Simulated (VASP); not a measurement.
# MgO (vib) (Fm-3m) in VASP: notebook

Runs on MgO (vib). Level: LDA. Tasks: single point.

Everything below comes from runs of VASP 6.6.1. Logs are shortened: lines on timing, memory, paths and dates and some standing lists are left out, and cuts for length are marked.

**Experimental background.**

From “Electronic structure of alkaline earth and post-transition metal oxides”, 2009, arxiv:0908.1581, for a bulk crystal of MgO: band gap 7.83 eV.

The runs below are set against these values where they give the same quantity.

**1. The cell of the first run**

It takes space group Fm-3m (No. 225, cubic). Conventional cell: a = 4.249 Å, b = 4.249 Å, c = 4.249 Å, α = 90.00°, β = 90.00°, γ = 90.00°. Mg (site symmetry m-3m) has 6 O at 2.12 Å within 2.8 Å. Within 2.8 Å of O (site symmetry m-3m) lie 6 Mg at 2.12 Å.

**2. Single point, LDA**

INCAR reads:

```
SYSTEM = MgO
PREC     = Accurate       ! precision mode
ENCUT    = 520            ! plane-wave cutoff, eV
EDIFF    = 1E-7           ! SCF threshold, eV
ISMEAR   = 0              ! smearing method
SIGMA    = 0.1            ! smearing width, eV
LREAL    = .FALSE.        ! projectors in reciprocal space
LASPH    = .TRUE.         ! aspherical terms in the spheres
NELM     = 60             ! most SCF steps
ALGO     = Normal         ! electronic algorithm
ISIF     = 2              ! what is computed and relaxed
LWAVE    = .FALSE.        ! write WAVECAR
LCHARG   = .FALSE.        ! write CHGCAR
NBANDS   = 11             ! bands
```

KPOINTS reads:

```
regular mesh
0
G
  8 8 8
  0 0 0
```

POSCAR reads:

```
MgO
1.0
    0.0000000000      2.1245000000      2.1245000000
    2.1245000000      0.0000000000      2.1245000000
    2.1245000000      2.1245000000      0.0000000000
Mg O
1 1
Direct
    0.0000000000      0.0000000000      0.0000000000
    0.5000000000      0.5000000000      0.5000000000
```

Potentials or basis: VASP PAW LDA potentials, release 64 (Mg, O).

Launch:

```console
cat potpaw_LDA.64/Mg/POTCAR potpaw_LDA.64/O/POTCAR > POTCAR
mpirun -np 1 vasp_std > vasp.out
```

OUTCAR:

```text
SYSTEM = MgO
   PREC = Accurate
   ENCUT = 520
   EDIFF = 1E-7
   ISMEAR = 0
   LREAL = .FALSE.
   LASPH = .TRUE.
   NELM = 60
   ISIF = 2

 ion  position               nearest neighbor table
   1  0.000  0.000  0.000-   2 2.12   2 2.12   2 2.12   2 2.12   2 2.12   2 2.12
   2  0.500  0.500  0.500-   1 2.12   1 2.12   1 2.12   1 2.12   1 2.12   1 2.12

  LATTYP: Found a face centered cubic cell.
 ALAT       =     4.2490000000

  Lattice vectors:

 A1 = (   0.0000000000,   2.1245000000,   2.1245000000)
 A2 = (   2.1245000000,   0.0000000000,   2.1245000000)
 A3 = (   2.1245000000,   2.1245000000,   0.0000000000)

Analysis of symmetry for initial positions (statically):
=====================================================================
 Subroutine PRICEL returns:
 Original cell was already a primitive cell.

 Routine SETGRP: Setting up the symmetry group for a
 face centered cubic supercell.

 Subroutine GETGRP returns: Found 48 space group operations
 (whereof 48 operations were pure point group operations)
 out of a pool of 48 trial point group operations.

The static configuration has the point symmetry O_h .

Analysis of symmetry for dynamics (positions and initial velocities):
=====================================================================
 Subroutine PRICEL returns:
 Original cell was already a primitive cell.

 Routine SETGRP: Setting up the symmetry group for a
 face centered cubic supercell.

 Subroutine GETGRP returns: Found 48 space group operations
 (whereof 48 operations were pure point group operations)
 out of a pool of 48 trial point group operations.

The dynamic configuration has the point symmetry O_h .

 Subroutine INISYM returns: Found 48 space group operations
 (whereof 48 operations are pure point group operations),
 and found     1 'primitive' translations

----------------------------------------------------------------------------------------

                                     Primitive cell

  volume of cell :      19.1779

  direct lattice vectors                    reciprocal lattice vectors
     0.000000000  2.124500000  2.124500000    -0.235349494  0.235349494  0.235349494
     2.124500000  0.000000000  2.124500000     0.235349494 -0.235349494  0.235349494
     2.124500000  2.124500000  0.000000000     0.235349494  0.235349494 -0.235349494

  length of vectors
     3.004496713  3.004496713  3.004496713     0.407637281  0.407637281  0.407637281

  position of ions in fractional coordinates (direct lattice)
     0.000000000  0.000000000  0.000000000
     0.500000000  0.500000000  0.500000000

  ion indices of the primitive-cell ions
   primitive index   ion index
                 1           1
                 2           2
[... 78 lines left out ...]
   ISIF   =      2    stress and relaxation
   ISYM   =      2    0-nonsym 1-usesym 2-fastsym
   POTIM  = 0.5000    time-step for ionic-motion
   TEBEG  =    0.0;   TEEND  =   0.0 temperature during run
   PSTRESS=    0.0 pullay stress
   NELECT =       8.0000    total number of electrons
   NUPDOWN=      -1.0000    fix difference up-down
   EMIN   =  10.00;   EMAX   =-10.00  energy-range for DOS
   EFERMI =   0.00;   METHOD = LEGACY
   ISMEAR =     0;   SIGMA  =   0.10  broadening in eV -4-tet -1-fermi 0-gaus
   EFERMI_NEDOS =   21; number of points for ismear=-14 and -15
   IALGO  =     38    algorithm
   IMIX   =      4    mixing-type and parameters
     AMIX     =   0.40;   BMIX     =  1.00
     AMIX_MAG =   1.60;   BMIX_MAG =  1.00
  volume/ion in A,a.u.               =       9.59        64.71
  Fermi-wavevector in a.u.,A,eV,Ry     =   1.223221  2.311552 20.357968  1.496268
  Thomas-Fermi vector in A             =   2.358339
   LORBIT       =      0    0 simple, 1 ext, 2 COOP (PROOUT), +10 PAW based schemes
   GGA     = CA    functional components
   LHFCALC =     F    Hartree Fock is set to
   AEXX    =    0.0000 exact exchange contribution
   IVDW    =     0    specifies the selected vdW correction
   LEPSILON=     F    determine dielectric tensor
   LRPA    =     F    only Hartree local field effects (RPA)
 non-spin polarized calculation
 Gauss-broadening in eV      SIGMA  =   0.10
  energy-cutoff  :      520.00
  volume of cell :       19.18
 maximum number of plane-waves:       534
 NGX is ok and might be reduce to    24
   NGX = 11   NGY = 11   NGZ = 11

 number of electron       8.0000004 magnetization

 Free energy of the ion-electron system (eV)
  ---------------------------------------------------
  ext. energy  EPLUGINS =         0.00000000
  ---------------------------------------------------
  free energy    TOTEN  =       -13.39574795 eV

  energy without entropy =      -13.39574795  energy(sigma->0) =      -13.39574795

 E-fermi :   3.1225     XC(G=0): -11.4661

 val. band max:        2.6846574421   @ k =   0.0000   0.0000   0.0000
 cond. band min:       7.0900635096   @ k =   0.0000   0.0000   0.0000
 fundamental gap:      4.4054060675
 Fermi energy:         3.1224768406

 k-point     1 :       0.0000    0.0000    0.0000
  band No.  band energies     occupation
      1     -14.1825      2.00000
      2       2.6847      2.00000
      3       2.6847      2.00000
      4       2.6847      2.00000
      5       7.0901      0.00000
      6      18.0673      0.00000
      7      18.0673      0.00000
      8      18.0673      0.00000
      9      22.0241      0.00000
     10      23.6350      0.00000
     11      23.6350      0.00000
[... 309 lines left out ...]
 k-point    24 :      -0.3750    0.2500    0.1250
  band No.  band energies     occupation
      1     -12.7453      2.00000
      2      -1.2874      2.00000
      3       0.7708      2.00000
      4       1.7134      2.00000
      5      12.0031      0.00000
      6      14.4296      0.00000
      7      15.6106      0.00000
      8      18.9549      0.00000
      9      22.6341      0.00000
     10      24.0778      0.00000
     11      28.0600      0.00000

 [... further k-points ...]
[... 5 lines left out ...]
  --------------------------------------------------------------------------------------
  -------------------------------------------------------------------------------------
  Total       -1.3592168     -1.3592168     -1.3592168      0.0000000     -0.0000000      0.0000000
  in kB     -113.5531318   -113.5531318   -113.5531318      0.0000000     -0.0000000      0.0000000
  external PRESSURE =    -113.5531318 kB  Pullay stress =       0.0000000 kB

 VOLUME and BASIS-vectors are now :
 -----------------------------------------------------------------------------
  energy-cutoff  :      520.00
  volume of cell :       19.18
      direct lattice vectors                 reciprocal lattice vectors
     0.000000000  2.124500000  2.124500000    -0.235349494  0.235349494  0.235349494
     2.124500000  0.000000000  2.124500000     0.235349494 -0.235349494  0.235349494
     2.124500000  2.124500000  0.000000000     0.235349494  0.235349494 -0.235349494

 POSITION                                       TOTAL-FORCE (eV/Angst)
 -----------------------------------------------------------------------------------
      0.00000      0.00000      0.00000         0.000000      0.000000      0.000000
      2.12450      2.12450      2.12450        -0.000000     -0.000000      0.000000
 -----------------------------------------------------------------------------------
    total drift:                               -0.000000     -0.000000      0.000000

  FREE ENERGIE OF THE ION-ELECTRON SYSTEM (eV)
  ---------------------------------------------------
  free  energy   TOTEN  =       -13.3957479541 eV

  energy  without entropy=      -13.3957479541  energy(sigma->0) =      -13.39574795
```

It took 3.3 s on 1 thread of Intel Xeon Platinum 8488C (Sapphire Rapids), shared host; peak memory 0.12 GiB.

Results:

```yaml
Free_energy: -13.3957 eV
Pressure: -11.4 GPa
Band_gap_on_the_k_mesh: 4.41 eV, direct
```

**3. Single point, LDA**

This run uses another cell than the first one, of 9.02 Å³/atom, 0.941 times its volume.

INCAR reads:

```
PREC = Accurate
ENCUT = 520
EDIFF = 1E-6
ISMEAR = 0
SIGMA = 0.1
LREAL = F
LASPH = T
NELM = 80
ALGO = Normal
ISIF = 2
LWAVE = F
LCHARG = F
NBANDS = 11
```

KPOINTS reads:

```
Automatic mesh
0
Gamma
  8 8 8
```

POSCAR reads:

```
MgO
1.0
    0.0000000000      2.0816499858      2.0816499858
    2.0816499858      0.0000000000      2.0816499858
    2.0816499858      2.0816499858      0.0000000000
Mg O
1 1
Direct
    0.0000000000      0.0000000000      0.0000000000
    0.5000000000      0.5000000000      0.5000000000
```

Potentials or basis: VASP PAW LDA potentials, release 64 (Mg, O).

Launch:

```console
cat potpaw_LDA.64/Mg/POTCAR potpaw_LDA.64/O/POTCAR > POTCAR
mpirun -np 1 vasp_std > vasp.out
```

It took 3 s on 1 thread of Intel Xeon Platinum 8488C (Sapphire Rapids), shared host; peak memory 0.13 GiB.

The run converged. Its results:

```
Free energy            : -13.4442 eV
Pressure               : -2.2 GPa
Band gap on the k mesh : 5.00 eV, direct
```

Levels at points of the mesh, in eV from the valence-band top:
| k point | band 1 | band 2 | band 3 | band 4 | band 5 | band 6 | band 7 | band 8 | band 9 |
| --- | --- | --- | --- | --- | --- | --- | --- | --- | --- |
| (0.00, 0.00, 0.00) | -17.19 | 0.00 | 0.00 | 0.00 | 5.00 | 15.71 | 15.71 | 15.71 | 19.83 |
| (0.50, 0.00, 0.00) | -15.74 | -4.86 | -0.71 | -0.71 | 7.95 | 12.80 | 16.36 | 16.36 | 21.08 |
| (0.50, 0.50, 0.00) | -15.46 | -4.30 | -1.42 | -1.42 | 8.92 | 10.08 | 13.26 | 19.17 | 19.17 |

**4. How close it comes**

Step 3. Against the measured gap of MgO, 7.83 eV (quoted in “Electronic structure of alkaline earth and post-transition metal oxides”, 2009, arxiv:0908.1581), the calculated 5.00 eV is off by -2.83 eV. The value is that of LDA, without temperature or zero-point motion. Semilocal functionals fall short of measured gaps as a rule.
